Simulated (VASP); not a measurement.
A run of VASP 6.6.1 is set up as follows.

Contents of INCAR:

```
SYSTEM = Cu
PREC     = Accurate       ! precision mode
ENCUT    = 520            ! plane-wave cutoff, eV
EDIFF    = 1E-6           ! SCF threshold, eV
ISMEAR   = -1             ! smearing method
SIGMA    = 0.08           ! smearing width, eV
LREAL    = .FALSE.        ! projectors in reciprocal space
LASPH    = .TRUE.         ! aspherical terms in the spheres
NELM     = 80             ! most SCF steps
ALGO     = Normal         ! electronic algorithm
ISIF     = 2              ! what is computed and relaxed
LWAVE    = .FALSE.        ! write WAVECAR
LCHARG   = .FALSE.        ! write CHGCAR
GGA      = PE             ! functional
NBANDS   = 24             ! bands
```

KPOINTS

```
regular mesh
0
G
  9 9 12
  0 0 0
```

The input POSCAR:

```
Cu
1.0
    3.2774109297      0.0000000000      0.0000000000
   -1.6387054648      2.8383211238      0.0000000000
    0.0000000000      0.0000000000      1.9630901127
Cu
3
Direct
    0.0000000000      0.0000000000      0.0000000000
    0.3333333333      0.6666666667      0.5000000000
    0.6666666667      0.3333333333      0.5000000000
```

Potentials or basis: VASP PAW PBE potentials, release 64 (Cu).

The run is started by

```bash
$ cat potpaw_PBE.64/Cu/POTCAR > POTCAR
$ mpirun -np 1 vasp_std > vasp.out
```

(1) Predict the pressure.

Results:

(1) 522.6 GPa.
